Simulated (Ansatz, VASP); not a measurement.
# GaH3 in VASP and in Ansatz

```
Ga H
1.0
     7.43657    0.00000    0.00000
    -3.71828    6.44026    0.00000
     0.00000    0.00000    2.48618
Ga H
2 6
Direct
  0.66667 0.33333 0.25000
  0.33333 0.66667 0.75000
  0.22928 0.45856 0.25000
  0.22928 0.77072 0.25000
  0.54144 0.77072 0.25000
  0.45856 0.22928 0.75000
  0.77072 0.22928 0.75000
  0.77072 0.54144 0.75000
```

Change from the starting cell: species swapped into the La3Mg type (P6_3/mmc, No. 194).

Alike in both runs: functional PBE; k mesh 6 × 6 × 6; occupations gaussian, width 0.1 eV; no spin polarisation.

Ansatz relaxed the structure, and its values are those at the end. VASP's run is a single point on that final structure, the one shown.

```csv
,VASP,Ansatz
version,VASP 6.6.1,Ansatz 0.2.0
potentials or method,"VASP PAW PBE potentials, release 64 (Ga_d, H), cutoff 520 eV","scalar-relativistic, plane waves, PAW"
valence electrons in the cell,32,32
```

|  | VASP | Ansatz | Ansatz less VASP |
| --- | --- | --- | --- |
| gap on the k mesh at the Fermi level (eV) | none | none | - |
| pressure (GPa) | 0.1 | 0.1 | +0.05 |

A gap of «none» marks a metal or a gap that the smearing closes. The functional is the same, so the differences come from potentials, cutoffs and numerics.

The k mesh is coarse, so the values compare programs but aren't converged.
